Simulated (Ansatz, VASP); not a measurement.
**Si3N4: VASP beside Ansatz**

```xyz
14
Lattice="-3.2374 3.2374 3.3021 3.2374 -3.2374 3.3021 3.2374 3.2374 -3.3021" Properties=species:S:1:pos:R:3 pbc="T T T"
Si    2.4327    3.2374   -1.6510
Si   -1.6187    2.4234    3.3021
Si    0.8047    3.2374    1.6510
Si    1.6187    0.8140    3.3021
Si    3.2374   -1.6187    2.4766
Si    3.2374    1.6187    0.8255
N     1.8259    1.8183    1.8657
N     0.1996   -0.2072    3.0874
N     1.4115    4.6564   -1.4364
N     3.0378    0.2072   -0.2147
N    -1.4115    1.4191    4.7385
N     0.1996    0.2072    0.2147
N     4.6488   -1.4191    1.4364
N    -0.1996    3.0302    0.2147
```

Change from the starting cell: z stretched by +2 %, ions relaxed.

Alike in both runs: functional PBE; k mesh 6 × 6 × 6; occupations fermi-dirac, width 0.02 eV; no spin polarisation.

Ansatz relaxed the structure, and its values are those at the end. VASP's run is a single point on that final structure, the one shown.

|  | VASP | Ansatz |
| --- | --- | --- |
| version | VASP 6.6.1 | Ansatz 0.2.0 |
| potentials or method | VASP PAW PBE potentials, release 64 (Si, N) | plane-wave PAW, scalar-relativistic |
| plane-wave cutoff (eV) | 520 | 420 |
| valence electrons in the cell | 64 | 64 |

```tsv
	VASP	Ansatz	Ansatz less VASP
gap on the k mesh at the Fermi level (eV)	3.98	3.99	+0.004
pressure (GPa)	-3.4	-3.1	+0.28
rms of the force components (eV/Å)	0.010	0.010	0.0000
```

Ansatz's warnings: stress scf threshold loose.
